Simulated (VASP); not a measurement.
InSb3, 4 atoms in the cell. The structure is cubic, space group Pm-3m (No. 221). The conventional cell has a = 4.728 Å, b = 4.728 Å, c = 4.728 Å, α = 90.00°, β = 90.00°, γ = 90.00°. In (site symmetry m-3m) has 12 Sb at 3.34 Å within 4.4 Å. Within 4.4 Å of Sb (site symmetry 4/mmm) lie 4 In at 3.34 Å and 8 Sb at 3.34 Å. 

| Quantity | Value |
| --- | --- |
| Program | VASP 6.6.1 |
| Task | single point |
| Functional | PBEsol |
| Potentials or basis | VASP PAW PBE potentials, release 64 (In_d, Sb) |
| Cutoff | 520 eV |
| k mesh | 10 × 10 × 10 |
| Occupations | gaussian, width 0.1 eV |
| Spin | no spin polarisation |
| Dipole correction | no |
| Further INCAR settings | ALGO = Normal; EDIFF = 1e-06; NBANDS = 22 |

Potentials or basis: VASP PAW PBE potentials, release 64 (In_d, Sb).

Launch:

```bash
$ cat potpaw_PBE.64/In_d/POTCAR potpaw_PBE.64/Sb/POTCAR > POTCAR
$ mpirun -np 1 vasp_std > vasp.out
```

Hardware: 1 thread of Intel Xeon 8259CL, on a shared host.

Question: Estimate the wall time of this run.

Answer: Run time: 2 min on 1 thread of Intel Xeon 8259CL (shared host), peak memory 0.28 GiB. Counts: scf iterations 10, k points 56.
